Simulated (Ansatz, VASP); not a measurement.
# One calculation of La, two programs

INCAR

```
SYSTEM = La
  PREC = Accurate
  ENCUT = 520
  EDIFF = 1E-7
  ISMEAR = 1
  SIGMA = 0.2
  LREAL = .FALSE.
  LASPH = .TRUE.
  NELM = 60
  ALGO = Fast
  ISIF = 2
  LWAVE = .FALSE.
  LCHARG = .FALSE.
  GGA = RP
  NBANDS = 18
```

File KPOINTS:

```
Automatic mesh
0
G
  8 8 5
  0 0 0
```

File POSCAR:

```
La
1.0
    3.4811916300      0.0000000000      0.0000000000
   -1.7405958150      3.0148003870      0.0000000000
    0.0000000000      0.0000000000      5.6348888400
La
2
Direct
    0.6666666667      0.3333333333      0.7500000000
    0.3333333333      0.6666666667      0.2500000000
```

input.yaml

```yaml
crystal:
  lattice:
    - [3.48119163, 0.0, 0.0]
    - [-1.740595815, 3.014800387, 0.0]
    - [0.0, 0.0, 5.63488884]
  atoms:
    - { symbol: La, position: [0.6666666667, 0.3333333333, 0.75] }
    - { symbol: La, position: [0.3333333333, 0.6666666667, 0.25] }
kpoints:
  mp_grid: { grid: [8, 8, 5] }
scf:
  occupations: { method: methfessel_paxton, width: 0.2 }
hamiltonian:
  xc: rpbe
  pseudopotentials: { kind: all_electron, lapw: { basis_error: 0.001 } }
output:
  forces: true
  stress: true
  eigenvalues: true
  dos: { projected: false, de: 0.1, e_range: [-10, 6] }
```

Change from the starting cell: volume scaled by 0.8.

Alike in both runs: functional RPBE; k mesh 8 × 8 × 5; occupations methfessel-paxton of order 1, width 0.2 eV; no spin polarisation.

|  | VASP | Ansatz |
| --- | --- | --- |
| version | VASP 6.6.1 | Ansatz 0.2.0 |
| potentials or method | VASP PAW PBE potentials, release 64 (La), cutoff 520 eV | all-electron LAPW, scalar-relativistic |
| task | single point | density of states |

VASP gave:

```
gap on the k mesh at the Fermi level (eV)                     : none
pressure (GPa)                                                : 9.6
traceless stress, the component that is largest in VASP (GPa) : 0.51
```

Task: What did Ansatz give for the same quantities?

Result: gap on the k mesh at the Fermi level (eV): none; pressure (GPa): 9.6; traceless stress, the component that is largest in VASP (GPa): 0.50.

VASP's potentials were made for PBE, not for RPBE. A gap of «none» marks a metal or a gap that the smearing closes. Ansatz ran all-electron here, and VASP with PAW potentials.

Neither program's run includes spin-orbit coupling.
